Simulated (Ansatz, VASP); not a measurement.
**C: VASP beside Ansatz**

```
C
1.0
     2.45885    0.00000    0.00000
    -1.22943    2.12940    0.00000
     0.00000    0.00000   26.07397
C
8
Direct
  0.66670 0.33339 0.28764
  0.33330 0.66661 0.28764
  0.16670 0.33339 0.42921
  0.83330 0.66661 0.42921
  0.66670 0.33339 0.57079
  0.33330 0.66661 0.57079
  0.16670 0.33339 0.71236
  0.83330 0.66661 0.71236
```

Alike in both runs: task single point; functional PBEsol; k mesh 12 × 12 × 1; occupations gaussian, width 0.05 eV; no spin polarisation.

|  | VASP | Ansatz |
| --- | --- | --- |
| version | VASP 6.6.1 | Ansatz 0.2.0 |
| potentials or method | VASP PAW PBE potentials, release 64 (C), cutoff 520 eV | scalar-relativistic, plane waves, PAW |
| valence electrons in the cell | 32 | 32 |

```csv
,VASP,Ansatz,Ansatz less VASP
gap on the k mesh at the Fermi level (eV),0.08,0.08,0.000
least direct gap on the mesh (eV),0.08,0.08,0.000
rms of the force components (eV/Å),0.007,0.007,0.0000
```

VASP's potentials were made for PBE, not for PBEsol. Atom by atom the forces differ by 0.000 eV/Å (rms over components). Ansatz's warnings: xc potential rough in thin density.
